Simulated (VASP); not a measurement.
W, 1 atom in the cell. The structure is cubic, space group Fm-3m (No. 225). The conventional cell has a = 4.060 Å, b = 4.060 Å, c = 4.060 Å, α = 90.00°, β = 90.00°, γ = 90.00°. W (site symmetry m-3m) has 12 W at 2.87 Å within 3.8 Å. 

* Program: VASP 6.6.1
* Task: single point
* Functional: PBEsol
* Potentials or basis: VASP PAW PBE potentials, release 64 (W_sv)
* Cutoff: 520 eV
* k mesh: 12 × 12 × 12
* Occupations: fermi-dirac, width 0.1 eV
* Spin: no spin polarisation
* Dipole correction: no
* Further INCAR settings: ALGO = Normal; EDIFF = 1e-06; NBANDS = 13

Potentials or basis: VASP PAW PBE potentials, release 64 (W_sv).

The run is started by

```bash
$ cat potpaw_PBE.64/W_sv/POTCAR > POTCAR
$ mpirun -np 1 vasp_std > vasp.out
```

Hardware: 1 thread of AMD EPYC 7R13 (shared host).

**Question.** Estimate the wall time of this run.

**Answer.** It took 31 s on 1 thread of AMD EPYC 7R13, on a shared host, peak memory 0.12 GiB. Counts: scf iterations 11, k points 72.
